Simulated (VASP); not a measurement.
Set up this calculation in VASP 6.6.1, as the native input.

```
Task                   : relaxation of cell and atoms
Functional             : PBE
Dispersion             : D3(BJ)
Potentials or basis    : VASP PAW PBE potentials, release 64 (P, F)
Cutoff                 : 600 eV
k mesh                 : 12 × 12 × 16
Occupations            : gaussian, width 0.1 eV
Spin                   : no spin polarisation
Dipole correction      : no
Further INCAR settings : ALGO = Normal; EDIFF = 1e-06; IBRION = 2; EDIFFG = -0.01; NSW = 100; ISIF = 3
```

The structure of PF2 lies in POSCAR:

```
PF2
1.0
    3.7852579528      0.0000000000      0.0000000000
   -1.8926289764      3.2781295470      0.0000000000
    0.0000000000      0.0000000000      2.7439753376
P F
1 2
Direct
    0.0000000000      0.0000000000      0.5000000000
    0.3333333333      0.6666666667      0.5000000000
    0.6666666667      0.3333333333      0.5000000000
```

The cell was generated, and may not be a known phase.

One way to write it, as run:

INCAR

```
SYSTEM = PF2
PREC = Accurate ; ENCUT = 600
EDIFF = 1E-6 ; ISMEAR = 0
SIGMA = 0.1 ; LREAL = .FALSE.
LASPH = .TRUE. ; NELM = 60
ALGO = Normal ; ISIF = 3
LWAVE = .FALSE. ; LCHARG = .FALSE.
GGA = PE ; IVDW = 12
IBRION = 2 ; NSW = 100
EDIFFG = -0.01
```

KPOINTS

```
Automatic mesh
0
G
  12 12 16
  0 0 0
```

Potentials or basis: VASP PAW PBE potentials, release 64 (P, F).

Command:

```bash
$ cat potpaw_PBE.64/P/POTCAR potpaw_PBE.64/F/POTCAR > POTCAR
$ mpirun -np 1 vasp_std > vasp.out
```

Results of the run:

```json
{
 "Relaxed volume": "11.22 Å³/atom",
 "Relaxed cell": "a = 3.784 Å, b = 3.784 Å, c = 2.714 Å, α = 90.00°, β = 90.00°, γ = 120.00°",
 "Space group after relaxing (to 0.1 Å)": "P6/mmm (No. 191)",
 "Energy gained by relaxing": "0.7 meV/atom",
 "Ionic steps": "7",
 "Pressure after relaxing": "0.0 GPa",
 "Band gap on the k mesh": "zero (an odd number of electrons rules out a gap without spin polarisation)",
 "Dispersion energy per atom": "-0.153 eV"
}
```

Caveat: an odd number of electrons without spin polarisation forces a metal; a magnetic or distorted state may lie lower.

Wall time 4 min on 1 thread of Oxide Virtual Turin-like Processor (shared host), peak memory 0.19 GiB.
